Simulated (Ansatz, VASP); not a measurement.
# Al2InAs3: VASP beside Ansatz

```xyz
6
Lattice="4.1554 0.0000 0.0000 -2.0777 3.5987 0.0000 0.0000 0.0000 10.1900" Properties=species:S:1:pos:R:3 pbc="T T T"
Al    0.0000    0.0000    0.0688
Al    2.0777    1.1996    3.3343
In    0.0000    2.3991    6.7759
As    0.0000    0.0000    7.7937
As    0.0000    2.3991    4.1068
As    2.0777    1.1996    0.8479
```

Alike in both runs: functional PBE; k mesh 6 × 6 × 4; occupations gaussian, width 0.02 eV; no spin polarisation.

Ansatz relaxed the structure, and its values are those at the end. VASP's run is a single point on that final structure, the one shown.

|  | VASP | Ansatz |
| --- | --- | --- |
| version | VASP 6.6.1 | Ansatz 0.2.0 |
| potentials or method | VASP PAW PBE potentials, release 64 (Al, In_d, As), cutoff 520 eV | scalar-relativistic, plane waves, PAW |
| valence electrons in the cell | 34 | 64 |

```tsv
	VASP	Ansatz	Ansatz less VASP
gap on the k mesh at the Fermi level (eV)	0.65	0.65	-0.001
least direct gap on the mesh (eV)	0.65	0.65	-0.001
pressure (GPa)	0.1	0.0	-0.11
```

VASP's potentials hold 34 valence electrons a cell and Ansatz's 64, so a difference there can come from the potentials and not from the codes.
